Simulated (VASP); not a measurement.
Runs of VASP 6.6.1 on Ir. The structure is that of space group I4_1/amd (No. 141), or close to it. The cells are those of the table. 

| task | cell | cutoff (eV) | gap on the mesh (eV) | pressure (GPa) |
| --- | --- | --- | --- | --- |
| relaxation of shape and atoms at fixed volume | relaxed from a = 3.119 Å, angles 98.0, 98.0, 136.3°, 2 atoms | 600 | none | 468.8 |
| single point | a = 3.697 Å, angles 98.0, 98.0, 136.3°, 2 atoms | 520 | none | 0.2 |
| single point | a = 3.390 Å, angles 97.7, 97.7, 137.2°, 2 atoms | 520 | none | (a) |
| relaxation of shape and atoms at fixed volume | relaxed from a = 3.596 Å, angles 98.0, 98.0, 136.3°, 2 atoms | 600 | none | 28.3 |
| single point | a = 3.603 Å, angles 97.8, 97.8, 136.7°, 2 atoms | 520 | none | 28.2 |

Alike in all rows: level PBE; potentials or basis VASP PAW PBE potentials, release 64 (Ir); no spin polarisation; k mesh 18 × 18 × 18; smearing fermi-dirac 0.05 eV.

Question: Fill in the values left out.

Answer: (a) 147.2.

Caveats: spin-orbit coupling is left out, which moves the levels of the heavy elements; the cell stands under pressure (at least some runs).

A k mesh can miss the band edges, and the runs leave out spin-orbit coupling on Ir.

A gap of «none» marks levels without a gap at the run's occupations.
